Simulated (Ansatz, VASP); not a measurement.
## ZrB: VASP beside Ansatz

```xyz
2
Lattice="0.0087 2.3250 2.3250 2.3337 0.0000 2.3337 2.3250 2.3250 0.0087" Properties=species:S:1:pos:R:3 pbc="T T T"
Zr    0.0000    0.0000    0.0000
B     2.3337    2.3250    2.3337
```

Change from the starting cell: strain +0.0075 x Voigt [0, 0, 0, 0, 1, 0], atoms carried along.

Alike in both runs: task single point; functional PBE; k mesh 18 × 18 × 18; occupations gaussian, width 0.15 eV; no spin polarisation.

|  | VASP | Ansatz |
| --- | --- | --- |
| version | VASP 6.6.1 | Ansatz 0.2.0 |
| potentials or method | VASP PAW PBE potentials, release 64 (Zr_sv, B), cutoff 520 eV | scalar-relativistic, plane waves, PAW |
| valence electrons in the cell | 15 | 15 |

|  | VASP | Ansatz | Ansatz less VASP |
| --- | --- | --- | --- |
| gap on the k mesh at the Fermi level (eV) | none | none | - |
| pressure (GPa) | 35.0 | 34.8 | -0.17 |
| traceless stress, the component that is largest in VASP (GPa) | -0.43 | -0.44 | -0.001 |

A gap of «none» marks a metal or a gap that the smearing closes. Both programs put the cell under a high pressure, so it lies far from rest at this level.
